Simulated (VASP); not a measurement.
Runs of VASP 6.6.1 on Sb. The structure is that of space group I4/mmm (No. 139), or close to it. The cells are those of the table. 

```tsv
level	cell	k mesh	gap on the mesh (eV)	pressure (GPa)
PBEsol	a = 3.672 Å, angles 126.1, 126.1, 79.7°, 1 atom	18 × 18 × 18	none	(a)
PBE	a = 3.349 Å, angles 123.4, 123.4, 84.2°, 1 atom	18 × 18 × 18	none	6.8
PBEsol	a = 3.580 Å, angles 129.7, 129.7, 73.9°, 1 atom	18 × 18 × 18	none	1.4
PBEsol	a = 3.513 Å, angles 125.6, 125.6, 80.5°, 1 atom	18 × 18 × 18	none	(b)
PBEsol	a = 3.472, b = 3.472, c = 3.500 Å, angles 126.8, 126.8, 78.1°, 1 atom	16 × 16 × 16	none	0.6
```

Alike in all rows: task single point; potentials or basis VASP PAW PBE potentials, release 64 (Sb); no spin polarisation; cutoff (eV) 520; smearing gaussian 0.1 eV.

Task: Estimate the missing entries.

Result: (a) -7.6; (b) -2.7.

Caveats: spin-orbit coupling is left out, which moves the levels of the heavy elements; the PAW data sets were made with another functional, which shifts forces and pressure a little (some runs).

A k mesh can miss the band edges, and the runs leave out spin-orbit coupling on Sb.

A gap of «none» marks levels without a gap at the run's occupations.
